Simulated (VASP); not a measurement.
Set up this calculation in VASP 6.6.1, as the native input.

```yaml
Task: single point
Functional: PBE
Potentials_or_basis: VASP PAW PBE potentials, release 64 (Al, H)
Cutoff: 520 eV
k_mesh: 9 × 3 × 1
Occupations: gaussian, width 0.1 eV
Spin: no spin polarisation
Dipole_correction: yes
Further_INCAR_settings: ALGO = Normal; EDIFF = 1e-06; NBANDS = 25
```

The structure of Al9H lies in POSCAR:

```
Al9H
1.0
    2.8543223330      0.0000000000      0.0000000000
   -1.4271611665      9.7033329366      0.0000000000
    0.0000000000      0.0000000000     21.7902708969
Al H
9 1
Direct
    0.5324485604      0.0648971207      0.1835681630
    0.6709687938      0.3419375876      0.2292758741
    0.2986728405      0.5973456810      0.2384174163
    0.9263768872      0.8527537744      0.2475589585
    0.0639738222      0.1277383808      0.2937147080
    0.1995905480      0.4042696935      0.3452583266
    0.8288544886      0.6597110299      0.3524478004
    0.4526361687      0.9111292155      0.3607640453
    0.5925232094      0.1814597089      0.4034034702
    0.8425232094      0.4314597089      0.4575560783
```

These files were run (other wordings do the same):

INCAR

```
PREC = Accurate ; ENCUT = 520
EDIFF = 1E-6 ; ISMEAR = 0
SIGMA = 0.1 ; LREAL = False
LASPH = True ; NELM = 100
ALGO = Normal ; ISIF = 2
LWAVE = False ; LCHARG = True
LDIPOL = True ; IDIPOL = 3
DIPOL = 0.5 0.5 0.311 ; GGA = PE
LELF = True ; LVHAR = True
LVACPOTAV = True ; NBANDS = 25
```

KPOINTS

```
Automatic mesh
0
Gamma
  9 3 1
```

Potentials or basis: VASP PAW PBE potentials, release 64 (Al, H).

The run is started by

```console
$ cat potpaw_PBE.64/Al/POTCAR potpaw_PBE.64/H/POTCAR > POTCAR
$ mpirun -np 1 vasp_std > vasp.out
```

It gave:

```json
{
  "Largest force": "1.104 eV/Å",
  "Band gap on the k mesh": "zero (band 14 reaches -1.10 eV, above the bottom of band 15 at -1.77 eV)"
}
```

It took 7.7 min on 1 thread of Intel(R) Xeon(R) Platinum 8488C (Sapphire Rapids), on a shared host, peak memory 0.68 GiB.
